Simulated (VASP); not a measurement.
A run of VASP 6.6.1:

Contents of INCAR:

```
PREC = Accurate
ENCUT = 520
EDIFF = 1E-7
ISMEAR = 0
SIGMA = 0.05
LREAL = F
LASPH = T
NELM = 100
ALGO = Normal
ISIF = 2
LWAVE = F
LCHARG = F
GGA = PE
IVDW = 12
NBANDS = 35
```

The input KPOINTS:

```
regular mesh
0
Gamma
  12 12 4
```

Contents of POSCAR:

```
MoS2
1.0
    3.0864000000      0.0000000000      0.0000000000
   -1.5432000000      2.6729008062      0.0000000000
    0.0000000000      0.0000000000     13.1844000000
Mo S
2 4
Direct
    0.6666666667      0.3333333333      0.2501439769
    0.3333333333      0.6666666667      0.7498560231
    0.3333333333      0.6666666667      0.3795985159
    0.6666666667      0.3333333333      0.8793132861
    0.3333333333      0.6666666667      0.1206867139
    0.6666666667      0.3333333333      0.6204014841
```

Potentials or basis: VASP PAW PBE potentials, release 64 (Mo_sv, S).

Command:

```console
$ cat potpaw_PBE.64/Mo_sv/POTCAR potpaw_PBE.64/S/POTCAR > POTCAR
$ mpirun -np 1 vasp_std > vasp.out
```

Hardware: 1 thread of Intel(R) Xeon(R) Platinum 8488C (Sapphire Rapids) (shared host).

How long does it take, and how much memory?

It took 3.5 min on 1 thread of Intel(R) Xeon(R) Platinum 8488C (Sapphire Rapids), with other jobs on the host, peak memory 0.36 GiB. Counts: scf iterations 17, k points 69.
